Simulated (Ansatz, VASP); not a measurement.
**Al: VASP beside Ansatz**

```
CELL_PARAMETERS angstrom
0.00000 2.05145 2.05145
2.05145 0.00000 2.05145
2.05145 2.05145 0.00000
ATOMIC_POSITIONS crystal
Al 0.00000 0.00000 0.00000
```

Change from the starting cell: volume scaled by 1.04.

Alike in both runs: task single point; functional RPBE; dispersion D3(BJ); k mesh 11 × 11 × 11; occupations tetrahedron; no spin polarisation.

|  | VASP | Ansatz |
| --- | --- | --- |
| version | VASP 6.6.1 | Ansatz 0.2.0 |
| potentials or method | VASP PAW PBE potentials, release 64 (Al), cutoff 520 eV | all-electron LAPW, scalar-relativistic |

|  | VASP | Ansatz | Ansatz less VASP |
| --- | --- | --- | --- |
| gap on the k mesh at the Fermi level (eV) | none | none | - |
| pressure (GPa) | -21.6 | -21.4 | +0.20 |

VASP's potentials were made for PBE, not for RPBE. A gap of «none» marks a metal or a gap that the smearing closes. Ansatz ran all-electron here, and VASP with PAW potentials.
